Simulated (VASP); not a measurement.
Set up this calculation in VASP 6.6.1, as the native input.

- Task: relaxation of cell and atoms
- Functional: r2SCAN
- Potentials or basis: VASP PAW PBE potentials, release 64 (Ag, Nb_sv)
- Cutoff: 600 eV
- k mesh: 8 × 8 × 8
- Occupations: methfessel-paxton, width 0.0154 eV
- Spin: no spin polarisation
- Target pressure: 5 GPa
- Dipole correction: no
- Further INCAR settings: ALGO = Normal; EDIFF = 1e-06; IBRION = 2; EDIFFG = -0.01; NSW = 80; ISIF = 3

Crystal: NbAg3.

```
Ag Nb
1.0
     3.88606    0.00000    0.00000
     0.00000    3.88606    0.00000
     0.00000    0.00000    3.88606
Ag Nb
3 1
Direct
  0.00000 0.50000 0.50000
  0.50000 0.00000 0.50000
  0.50000 0.50000 0.00000
  0.00000 0.00000 0.00000
```

These files were run (other wordings do the same):

POSCAR

```
NbAg3
1.0
    3.8860602900      0.0000000000      0.0000000000
    0.0000000000      3.8860602900      0.0000000000
    0.0000000000      0.0000000000      3.8860602900
Ag Nb
3 1
Direct
    0.0000000000      0.5000000000      0.5000000000
    0.5000000000      0.0000000000      0.5000000000
    0.5000000000      0.5000000000      0.0000000000
    0.0000000000      0.0000000000      0.0000000000
```

INCAR.step1

```
SYSTEM = NbAg3
PREC = Accurate
ENCUT = 600
ISMEAR = 1
SIGMA = 0.0154
LREAL = .FALSE.
LASPH = .TRUE.
NELM = 100
GGA = PE
ALGO = Normal
EDIFF = 1E-4
LWAVE = .TRUE.
LCHARG = .FALSE.
```

INCAR.step2

```
SYSTEM = NbAg3
PREC = Accurate
ENCUT = 600
EDIFF = 1E-6
ISMEAR = 1
SIGMA = 0.0154
LREAL = .FALSE.
LASPH = .TRUE.
NELM = 100
ALGO = Normal
ISIF = 3
LWAVE = .FALSE.
LCHARG = .FALSE.
METAGGA = R2SCAN
LMIXTAU = .TRUE.
IBRION = 2
NSW = 80
EDIFFG = -0.01
PSTRESS = 50.0
ISTART = 1
```

KPOINTS

```
regular mesh
0
G
  8 8 8
  0 0 0
```

Potentials or basis: VASP PAW PBE potentials, release 64 (Ag, Nb_sv).

Launch:

```console
$ cat potpaw_PBE.64/Ag/POTCAR potpaw_PBE.64/Nb_sv/POTCAR > POTCAR
$ cp INCAR.step1 INCAR
$ mpirun -np 1 vasp_std > vasp.out
$ cp INCAR.step2 INCAR
$ mpirun -np 1 vasp_std > vasp.out
```

It gave:

```
Relaxed volume                                         : 17.21 Å³/atom
Relaxed cell                                           : a = 4.099 Å, b = 4.099 Å, c = 4.099 Å, α = 90.00°, β = 90.00°, γ = 90.00°
Space group after relaxing (to 0.05 Å)                 : Pm-3m (No. 221)
Energy change on relaxing (the enthalpy is what falls) : -317.4 meV/atom
Ionic steps                                            : 5
Pressure after relaxing                                : 5.0 GPa
Band gap on the k mesh                                 : zero (band 23 reaches 11.32 eV, above the bottom of band 24 at 9.21 eV)
```

Caveat: the cell is relaxed towards a set pressure, so the enthalpy falls and the energy may rise; the volume moved by over 15 % at a fixed basis, so the end points are rough; the PAW data sets were made with another functional, which shifts forces and pressure a little.

Wall time 11 min on 1 thread of Intel(R) Xeon(R) Platinum 8375C CPU @ 2.90GHz (Ice Lake) (shared host), peak memory 0.23 GiB.
